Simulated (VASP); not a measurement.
A run of VASP 6.6.1 is set up as follows.

Contents of INCAR:

```
SYSTEM = Al
PREC = Accurate ; ENCUT = 520
EDIFF = 1E-6 ; ISMEAR = -1
SIGMA = 0.1 ; LREAL = .FALSE.
LASPH = .TRUE. ; NELM = 60
ALGO = Normal ; ISIF = 2
LWAVE = .FALSE. ; LCHARG = .TRUE.
LELF = .TRUE. ; LVHAR = .TRUE.
NBANDS = 10
```

KPOINTS

```
regular mesh
0
G
  10 10 10
  0 0 0
```

The input POSCAR:

```
Al
1.0
    0.0000000000      3.0889904243      3.0889904243
    3.0889904243      0.0000000000      3.0889904243
    3.0889904243      3.0889904243      0.0000000000
Al
2
Direct
    0.1250000000      0.1250000000      0.1250000000
    0.8750000000      0.8750000000      0.8750000000
```

Potentials or basis: VASP PAW LDA potentials, release 64 (Al).

Run with:

```bash
$ cat potpaw_LDA.64/Al/POTCAR > POTCAR
$ mpirun -np 1 vasp_std > vasp.out
```

(1) What does it give for the band gap on the k mesh?

(2) Estimate the pressure.

Results:

(1) zero (band 3 reaches 4.20 eV, above the bottom of band 4 at 1.03 eV).

(2) -3.7 GPa.
